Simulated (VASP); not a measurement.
# MnO2 (P4_2/mnm) in VASP: single point with PBE+U

Aim: the single point of MnO2 with PBE+U.

All numbers are computed with VASP 6.6.1; they aren't measurements. Logs are shortened: lines on timing, memory, paths and dates and some standing lists are left out, and cuts for length are marked.

### 1 The cell of the first run

Symmetry: P4_2/mnm, No. 136, tetragonal system. The conventional cell has a = 4.507 Å, b = 4.507 Å, c = 2.963 Å, α = 90.00°, β = 90.00°, γ = 90.00°. Mn (site symmetry mmm) has 6 O at 1.94 Å within 2.6 Å. Within 2.6 Å of O (site symmetry m2m) lie 3 Mn at 1.94 Å and 1 O at 2.50 Å.

### 2 Single point, PBE+U, collinear spin, ferromagnetic start

INCAR

```
SYSTEM = MnO2
PREC = Accurate
ENCUT = 600
EDIFF = 1E-6
ISMEAR = -1
SIGMA = 0.0701
LREAL = .False.
LASPH = .True.
NELM = 200
ALGO = Normal
ISIF = 2
LWAVE = .False.
LCHARG = .False.
ISPIN = 2
MAGMOM = 4.5 4.5 0 0 0 0
LORBIT = 11
LMAXMIX = 4
LDAU = .True.
LDAUTYPE = 2
LDAUL = 2 -1
LDAUU = 1.55 0
LDAUJ = 0 0
LDAUPRINT = 1
GGA = PE
NBANDS = 38
GGA_COMPAT = .False.
```

KPOINTS

```
Automatic mesh
0
Gamma
  5 5 8
  0 0 0
```

POSCAR

```
MnO2
1.0
    4.5074240300      0.0000000000      0.0000000000
    0.0000000000      4.5074240300      0.0000000000
    0.0000000000      0.0000000000      2.9629627500
Mn O
2 4
Direct
    0.0000000000      0.0000000000      0.0000000000
    0.5000000000      0.5000000000      0.5000000000
    0.3040000000      0.3040000000      0.0000000000
    0.6960000000      0.6960000000      0.0000000000
    0.8040000000      0.1960000000      0.5000000000
    0.1960000000      0.8040000000      0.5000000000
```

Potentials or basis: VASP PAW PBE potentials, release 64 (Mn_pv, O).

Started as:

```
$ cat potpaw_PBE.64/Mn_pv/POTCAR potpaw_PBE.64/O/POTCAR > POTCAR
$ mpirun -np 1 vasp_std > vasp.out
```

OUTCAR:

```text
SYSTEM = MnO2
   PREC = Accurate
   ENCUT = 600
   EDIFF = 1E-6
   ISMEAR = -1
   LREAL = .False.
   LASPH = .True.
   NELM = 200
   ISIF = 2
   ISPIN = 2
   LORBIT = 11
   GGA = PE

 ion  position               nearest neighbor table
   1  0.000  0.000  0.000-   3 1.94   4 1.94   5 1.94   6 1.94   5 1.94   6 1.94
   2  0.500  0.500  0.500-   5 1.94   6 1.94   3 1.94   4 1.94   3 1.94   4 1.94
   3  0.304  0.304  0.000-   1 1.94   2 1.94   2 1.94
   4  0.696  0.696  0.000-   1 1.94   2 1.94   2 1.94
   5  0.804  0.196  0.500-   2 1.94   1 1.94   1 1.94
   6  0.196  0.804  0.500-   2 1.94   1 1.94   1 1.94

  LATTYP: Found a simple tetragonal cell.
 ALAT       =     4.5074240300
 C/A-ratio  =     0.6573516781

  Lattice vectors:

 A1 = (   4.5074240300,   0.0000000000,   0.0000000000)
 A2 = (   0.0000000000,   4.5074240300,   0.0000000000)
 A3 = (   0.0000000000,   0.0000000000,   2.9629627500)

Analysis of symmetry for initial positions (statically):
=====================================================================
 Subroutine PRICEL returns:
 Original cell was already a primitive cell.

 Routine SETGRP: Setting up the symmetry group for a
 simple tetragonal supercell.

 Subroutine GETGRP returns: Found 16 space group operations
 (whereof  8 operations were pure point group operations)
 out of a pool of 16 trial point group operations.

The static configuration has the point symmetry D_2h.
 The point group associated with its full space group is D_4h.

Analysis of symmetry for dynamics (positions and initial velocities):
=====================================================================
 Subroutine PRICEL returns:
 Original cell was already a primitive cell.

 Routine SETGRP: Setting up the symmetry group for a
 simple tetragonal supercell.

 Subroutine GETGRP returns: Found 16 space group operations
 (whereof  8 operations were pure point group operations)
 out of a pool of 16 trial point group operations.

The dynamic configuration has the point symmetry D_2h.
 The point group associated with its full space group is D_4h.

Analysis of structural, dynamic, and magnetic symmetry:
=====================================================================
 Subroutine PRICEL returns:
 Original cell was already a primitive cell.

 Routine SETGRP: Setting up the symmetry group for a
 simple tetragonal supercell.

 Subroutine GETGRP returns: Found 16 space group operations
 (whereof  8 operations were pure point group operations)
 out of a pool of 16 trial point group operations.

The overall configuration has the point symmetry D_2h.
 The point group associated with its full space group is D_4h.

 Subroutine INISYM returns: Found 16 space group operations
 (whereof  8 operations are pure point group operations),
 and found     1 'primitive' translations

----------------------------------------------------------------------------------------

                                     Primitive cell

  volume of cell :      60.1981

  direct lattice vectors                    reciprocal lattice vectors
     4.507424030  0.000000000  0.000000000     0.221856207  0.000000000  0.000000000
     0.000000000  4.507424030  0.000000000     0.000000000  0.221856207  0.000000000
     0.000000000  0.000000000  2.962962750     0.000000000  0.000000000  0.337500024

  length of vectors
     4.507424030  4.507424030  2.962962750     0.221856207  0.221856207  0.337500024

  position of ions in fractional coordinates (direct lattice)
     0.000000000  0.000000000  0.000000000
     0.500000000  0.500000000  0.500000000
     0.304000000  0.304000000  0.000000000
     0.696000000  0.696000000  0.000000000
     0.804000000  0.196000000  0.500000000
     0.196000000  0.804000000  0.500000000

  ion indices of the primitive-cell ions
   primitive index   ion index
                 1           1
                 2           2
                 3           3
                 4           4
                 5           5
                 6           6

[... 96 lines left out ...]
 LDA+U is selected, type is set to LDAUTYPE =  2
   angular momentum for each species LDAUL =     2   -1
   U (eV)           for each species LDAUU =   1.6  0.0
   J (eV)           for each species LDAUJ =   0.0  0.0
   GGA     = PE    functional components
   LHFCALC =     F    Hartree Fock is set to
   AEXX    =    0.0000 exact exchange contribution
   IVDW    =     0    specifies the selected vdW correction
   LEPSILON=     F    determine dielectric tensor
   LRPA    =     F    only Hartree local field effects (RPA)
 spin polarized calculation
  energy-cutoff  :      600.00
  volume of cell :       60.20
 maximum number of plane-waves:      2036
   NGX = 19   NGY = 19   NGZ = 11

atom =   1  type =  1  l = 2

 onsite density matrix

spin component  1

  0.6215  0.0000  0.1921  0.0000  0.0000
  0.0000  0.7223  0.0000  0.2283  0.0000
  0.1921  0.0000  0.8265  0.0000  0.0000
  0.0000  0.2283  0.0000  0.7223  0.0000
  0.0000  0.0000  0.0000  0.0000  0.9611

spin component  2

  0.2355  0.0000 -0.1047  0.0000 -0.0000
  0.0000  0.2264  0.0000 -0.1019  0.0000
 -0.1047  0.0000  0.1390  0.0000  0.0000
  0.0000 -0.1019  0.0000  0.2264  0.0000
 -0.0000  0.0000  0.0000  0.0000  0.1384

 occupancies and eigenvectors

  o =  0.0719  v =  0.0000  0.0000  0.0000  0.0000  0.0000 -0.5391  0.0000 -0.8422  0.0000  0.0000      0.0000  0.0000  0.0000  0.0000  0.0000  0.0000  0.0000  0.0000  0.0000  0.0000
  o =  0.1245  v =  0.0000  0.0000  0.0000  0.0000  0.0000  0.0000  0.7071  0.0000  0.7071 -0.0000      0.0000  0.0000  0.0000  0.0000  0.0000  0.0000  0.0000  0.0000  0.0000  0.0000
  o =  0.1384  v =  0.0000  0.0000  0.0000  0.0000  0.0000 -0.0000 -0.0000 -0.0000  0.0000 -1.0000      0.0000  0.0000  0.0000  0.0000  0.0000  0.0000  0.0000  0.0000  0.0000  0.0000
  o =  0.3025  v =  0.0000  0.0000  0.0000  0.0000  0.0000 -0.8422  0.0000  0.5391  0.0000  0.0000      0.0000  0.0000  0.0000  0.0000  0.0000  0.0000  0.0000  0.0000  0.0000  0.0000
  o =  0.3283  v =  0.0000  0.0000  0.0000  0.0000  0.0000  0.0000  0.7071  0.0000 -0.7071 -0.0000      0.0000  0.0000  0.0000  0.0000  0.0000  0.0000  0.0000  0.0000  0.0000  0.0000
  o =  0.4941  v =  0.0000  0.7071  0.0000 -0.7071  0.0000  0.0000  0.0000  0.0000  0.0000  0.0000      0.0000  0.0000  0.0000  0.0000  0.0000  0.0000  0.0000  0.0000  0.0000  0.0000
  o =  0.5063  v = -0.8576  0.0000  0.5144  0.0000  0.0000  0.0000  0.0000  0.0000  0.0000  0.0000      0.0000  0.0000  0.0000  0.0000  0.0000  0.0000  0.0000  0.0000  0.0000  0.0000
  o =  0.9417  v = -0.5144  0.0000 -0.8576  0.0000 -0.0000  0.0000  0.0000  0.0000  0.0000  0.0000      0.0000  0.0000  0.0000  0.0000  0.0000  0.0000  0.0000  0.0000  0.0000  0.0000
  o =  0.9506  v =  0.0000 -0.7071  0.0000 -0.7071 -0.0000  0.0000  0.0000  0.0000  0.0000  0.0000      0.0000  0.0000  0.0000  0.0000  0.0000  0.0000  0.0000  0.0000  0.0000  0.0000
  o =  0.9611  v =  0.0000 -0.0000 -0.0000  0.0000  1.0000  0.0000  0.0000  0.0000  0.0000  0.0000      0.0000  0.0000  0.0000  0.0000  0.0000  0.0000  0.0000  0.0000  0.0000  0.0000

atom =   2  type =  1  l = 2

 onsite density matrix

spin component  1

  0.6215  0.0000 -0.1921  0.0000  0.0000
  0.0000  0.7223  0.0000 -0.2283  0.0000
 -0.1921  0.0000  0.8265  0.0000  0.0000
  0.0000 -0.2283  0.0000  0.7223  0.0000
  0.0000  0.0000  0.0000  0.0000  0.9611

spin component  2

  0.2355  0.0000  0.1047  0.0000 -0.0000
  0.0000  0.2264  0.0000  0.1019  0.0000
  0.1047  0.0000  0.1390  0.0000 -0.0000
  0.0000  0.1019  0.0000  0.2264  0.0000
 -0.0000  0.0000 -0.0000  0.0000  0.1384

 occupancies and eigenvectors

  o =  0.0719  v =  0.0000  0.0000  0.0000  0.0000  0.0000 -0.5391  0.0000  0.8422  0.0000 -0.0000      0.0000  0.0000  0.0000  0.0000  0.0000  0.0000  0.0000  0.0000  0.0000  0.0000
  o =  0.1245  v =  0.0000  0.0000  0.0000  0.0000  0.0000  0.0000  0.7071  0.0000 -0.7071 -0.0000      0.0000  0.0000  0.0000  0.0000  0.0000  0.0000  0.0000  0.0000  0.0000  0.0000
  o =  0.1384  v =  0.0000  0.0000  0.0000  0.0000  0.0000  0.0000 -0.0000 -0.0000  0.0000 -1.0000      0.0000  0.0000  0.0000  0.0000  0.0000  0.0000  0.0000  0.0000  0.0000  0.0000
  o =  0.3025  v =  0.0000  0.0000  0.0000  0.0000  0.0000 -0.8422  0.0000 -0.5391  0.0000  0.0000      0.0000  0.0000  0.0000  0.0000  0.0000  0.0000  0.0000  0.0000  0.0000  0.0000
  o =  0.3283  v =  0.0000  0.0000  0.0000  0.0000  0.0000  0.0000  0.7071  0.0000  0.7071 -0.0000      0.0000  0.0000  0.0000  0.0000  0.0000  0.0000  0.0000  0.0000  0.0000  0.0000
  o =  0.4941  v =  0.0000 -0.7071  0.0000 -0.7071 -0.0000  0.0000  0.0000  0.0000  0.0000  0.0000      0.0000  0.0000  0.0000  0.0000  0.0000  0.0000  0.0000  0.0000  0.0000  0.0000
  o =  0.5063  v = -0.8576  0.0000 -0.5144  0.0000  0.0000  0.0000  0.0000  0.0000  0.0000  0.0000      0.0000  0.0000  0.0000  0.0000  0.0000  0.0000  0.0000  0.0000  0.0000  0.0000
  o =  0.9417  v = -0.5144  0.0000  0.8576  0.0000 -0.0000  0.0000  0.0000  0.0000  0.0000  0.0000      0.0000  0.0000  0.0000  0.0000  0.0000  0.0000  0.0000  0.0000  0.0000  0.0000
  o =  0.9506  v =  0.0000 -0.7071  0.0000  0.7071 -0.0000  0.0000  0.0000  0.0000  0.0000  0.0000      0.0000  0.0000  0.0000  0.0000  0.0000  0.0000  0.0000  0.0000  0.0000  0.0000
  o =  0.9611  v =  0.0000  0.0000 -0.0000  0.0000 -1.0000  0.0000  0.0000  0.0000  0.0000  0.0000      0.0000  0.0000  0.0000  0.0000  0.0000  0.0000  0.0000  0.0000  0.0000  0.0000

 number of electron      50.0000011 magnetization       6.0384968

 Free energy of the ion-electron system (eV)
  ---------------------------------------------------
  ext. energy  EPLUGINS =         0.00000000
  ---------------------------------------------------
  free energy    TOTEN  =       -45.42889015 eV

  energy without entropy =      -45.41234361  energy(sigma->0) =      -45.42061688

 E-fermi :   4.1653     XC(G=0): -11.5694

 val. band max:        4.1306339610   @ k =   0.2000   0.2000   0.5000
 cond. band min:       4.1724995439   @ k =   0.0000   0.0000   0.1250
 fundamental gap:      0.0418655829
 Fermi energy:         4.1653440786

 spin component 1

 k-point     1 :       0.0000    0.0000    0.0000
  band No.  band energies     occupation
      1     -46.5429      1.00000
      2     -46.5376      1.00000
      3     -46.4902      1.00000
      4     -46.4902      1.00000
      5     -46.4214      1.00000
      6     -46.4214      1.00000
[... 1913 lines left out ...]
     36      17.8436      0.00000
     37      19.2427      0.00000

 [... further k-points ...]

 [bands above 37 left out]

------------------------ aborting loop because EDIFF is reached ----------------------------------------

  FORCE on cell =-STRESS in cart. coord.  units (eV):
  Direction    XX          YY          ZZ          XY          YZ          ZX
  --------------------------------------------------------------------------------------
  -------------------------------------------------------------------------------------
  Total       -3.0469648     -3.0469648     -4.5296687      0.0000000      0.0000000      0.0000000
  in kB      -81.0951725    -81.0951725   -120.5574345      0.0000000      0.0000000      0.0000000
  external PRESSURE =     -94.2492598 kB  Pullay stress =       0.0000000 kB

 VOLUME and BASIS-vectors are now :
 -----------------------------------------------------------------------------
  energy-cutoff  :      600.00
  volume of cell :       60.20
      direct lattice vectors                 reciprocal lattice vectors
     4.507424030  0.000000000  0.000000000     0.221856207  0.000000000  0.000000000
     0.000000000  4.507424030  0.000000000     0.000000000  0.221856207  0.000000000
     0.000000000  0.000000000  2.962962750     0.000000000  0.000000000  0.337500024

 POSITION                                       TOTAL-FORCE (eV/Angst)
 -----------------------------------------------------------------------------------
      0.00000      0.00000      0.00000         0.000000     -0.000000      0.000000
      2.25371      2.25371      1.48148         0.000000     -0.000000      0.000000
      1.37026      1.37026      0.00000         0.269598      0.269598      0.000000
      3.13717      3.13717      0.00000        -0.269598     -0.269598     -0.000000
      3.62397      0.88346      1.48148         0.269598     -0.269598     -0.000000
      0.88346      3.62397      1.48148        -0.269598      0.269598      0.000000
 -----------------------------------------------------------------------------------
    total drift:                                0.000000      0.000000      0.000000

  FREE ENERGIE OF THE ION-ELECTRON SYSTEM (eV)
  ---------------------------------------------------
  free  energy   TOTEN  =       -45.4288901498 eV

  energy  without entropy=      -45.4123436094  energy(sigma->0) =      -45.42061688

 total charge

# of ion       s       p       d       tot
------------------------------------------
    1        0.323   6.400   4.790  11.512
    2        0.323   6.400   4.790  11.512
    3        1.564   3.427   0.000   4.990
    4        1.564   3.427   0.000   4.990
    5        1.564   3.427   0.000   4.990
    6        1.564   3.427   0.000   4.990
--------------------------------------------------
tot          6.900  26.506   9.580  42.987

 magnetization (x)

# of ion       s       p       d       tot
------------------------------------------
    1        0.019   0.027   2.886   2.932
    2        0.019   0.027   2.886   2.932
    3       -0.000   0.003   0.000   0.003
    4       -0.000   0.003   0.000   0.003
    5       -0.000   0.003   0.000   0.003
    6       -0.000   0.003   0.000   0.003
--------------------------------------------------
tot          0.039   0.065   5.773   5.876
```

Run time: 4.3 min. Hardware: 1 thread of AMD EPYC 9755, shared host; peak memory 0.23 GiB.

Results:

```
Free energy                                           : -45.4289 eV
Pressure                                              : -9.4 GPa
Largest force                                         : 0.381 eV/Å
Band gap on the k mesh                                : zero (filled and empty bands overlap)
Net moment                                            : 6.04 μB per cell
Site moments                                          : Mn +2.93; O +0.00 μB
Valence electrons inside the program's atomic spheres : Mn 11.51; O 4.99
```

Forces on the atoms (eV/Å):
```
Mn   0.000  0.000  0.000
Mn   0.000  0.000  0.000
O    0.270  0.270  0.000
O   -0.270 -0.270  0.000
O    0.270 -0.270  0.000
O   -0.270  0.270  0.000
```

Levels at points of the mesh, in eV from the Fermi level:
Spin up:
| k point | band 25 | band 26 | band 27 | band 28 | band 29 | band 30 | band 31 | band 32 |
| --- | --- | --- | --- | --- | --- | --- | --- | --- |
| (0.00, 0.00, 0.00) | -0.67 | -0.67 | -0.56 | -0.36 | -0.17 | 2.53 | 2.53 | 3.19 |
| (0.00, 0.00, 0.50) | -1.06 | -1.06 | -0.26 | -0.26 | 1.19 | 1.19 | 1.49 | 1.49 |
Spin down:
```
           k point  band 20  band 21  band 22  band 23  band 24  band 25
(0.00, 0.00, 0.00)    -0.54    -0.54     0.11     1.06     1.23     1.39
(0.00, 0.00, 0.50)    -2.33    -1.75    -1.75     1.93     1.93     2.12
```

Eigenvalues of the final occupation matrices:
```tsv
site	spin	trace	eigenvalues
site 1 d	1	3.85	0.49 0.51 0.94 0.95 0.96
site 1 d	2	0.97	0.07 0.12 0.14 0.30 0.33
site 2 d	1	3.85	0.49 0.51 0.94 0.95 0.96
site 2 d	2	0.97	0.07 0.12 0.14 0.30 0.33
```

Caveat: the cell stands under tension; the run started ferromagnetic, and an antiferromagnetic order may lie lower in energy.

The gap in the log of VASP goes by the Fermi energy; the results here count the filled bands.